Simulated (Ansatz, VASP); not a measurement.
## Li2O: VASP beside Ansatz

```xyz
3
Lattice="2.1871 2.1871 0.0000 -2.1871 2.1871 0.0000 0.0000 2.1871 2.1871" Properties=species:S:1:pos:R:3 pbc="T T T"
Li   -1.0936    3.2807    1.0936
Li    1.0936    3.2807    1.0936
O     0.0000    0.0000    0.0000
```

Alike in both runs: task single point; functional r2SCAN; k mesh 8 × 8 × 8; no spin polarisation.

|  | VASP | Ansatz |
| --- | --- | --- |
| version | VASP 6.6.1 | Ansatz 0.2.0 |
| potentials or method | VASP PAW PBE potentials, release 64 (Li_sv, O) | PAW with Ansatz's default frozen-core files, scalar-relativistic |
| plane-wave cutoff (eV) | 830 | 500 |
| occupations | gaussian, width 0.01 eV | fixed |
| valence electrons in the cell | 12 | 12 |

|  | VASP | Ansatz | Ansatz less VASP |
| --- | --- | --- | --- |
| gap on the k mesh at the Fermi level (eV) | 6.00 | 6.04 | +0.049 |
| pressure (GPa) | 16.5 | 15.0 | -1.48 |

VASP's potentials were made for PBE, not for r2SCAN.
